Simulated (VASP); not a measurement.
Wanted: the native input for a VASP 6.6.1 run.

* Task: single point
* Functional: r2SCAN
* Potentials or basis: VASP PAW PBE potentials, release 64 (S, Zn)
* Cutoff: 520 eV
* k mesh: 9 × 9 × 9
* Occupations: gaussian, width 0.02 eV
* Spin: no spin polarisation
* Dipole correction: no
* Further INCAR settings: ALGO = Normal; EDIFF = 1e-06; NBANDS = 16

The system is ZnS.

```
CELL_PARAMETERS angstrom
3.84964 0.00000 0.00000
-1.92482 3.33388 0.00000
1.92482 1.11129 3.07355
ATOMIC_POSITIONS crystal
S 0.00000 0.50000 0.50000
Zn 0.50000 0.25000 0.25000
```

The input as run:

POSCAR

```
ZnS
1.0
    3.8496382918      0.0000000000      0.0000000000
   -1.9248191459      3.3338845560      0.0000000000
    1.9248191459      1.1112948520      3.0735499698
S Zn
1 1
Direct
    0.0000000000      0.5000000000      0.5000000000
    0.5000000000      0.2500000000      0.2500000000
```

INCAR.step1

```
SYSTEM = ZnS
PREC = Accurate ; ENCUT = 520
ISMEAR = 0 ; SIGMA = 0.02
LREAL = .FALSE. ; LASPH = .TRUE.
NELM = 80 ; NBANDS = 16
GGA = PE ; ALGO = Normal
EDIFF = 1E-4 ; LWAVE = .TRUE.
LCHARG = .FALSE.
```

INCAR.step2

```
SYSTEM = ZnS
PREC = Accurate ; ENCUT = 520
EDIFF = 1E-6 ; ISMEAR = 0
SIGMA = 0.02 ; LREAL = .FALSE.
LASPH = .TRUE. ; NELM = 80
ALGO = Normal ; ISIF = 2
LWAVE = .FALSE. ; LCHARG = .TRUE.
METAGGA = R2SCAN ; LMIXTAU = .TRUE.
LELF = .TRUE. ; LVHAR = .TRUE.
NBANDS = 16 ; ISTART = 1
```

KPOINTS

```
Automatic mesh
0
G
  9 9 9
  0 0 0
```

Potentials or basis: VASP PAW PBE potentials, release 64 (S, Zn).

Run with:

```bash
$ cat potpaw_PBE.64/S/POTCAR potpaw_PBE.64/Zn/POTCAR > POTCAR
$ cp INCAR.step1 INCAR
$ mpirun -np 1 vasp_std > vasp.out
$ cp INCAR.step2 INCAR
$ mpirun -np 1 vasp_std > vasp.out
```

Results of the run:

The pressure is -0.5 GPa and the largest force is 0.153 eV/Å. The band gap on the k mesh is 2.62 eV.

Caveat: the PAW data sets were made with another functional, which shifts forces and pressure a little.

Run time: 6.6 min on 1 thread of AMD EPYC 7R13, with other jobs on the host, peak memory 0.17 GiB.
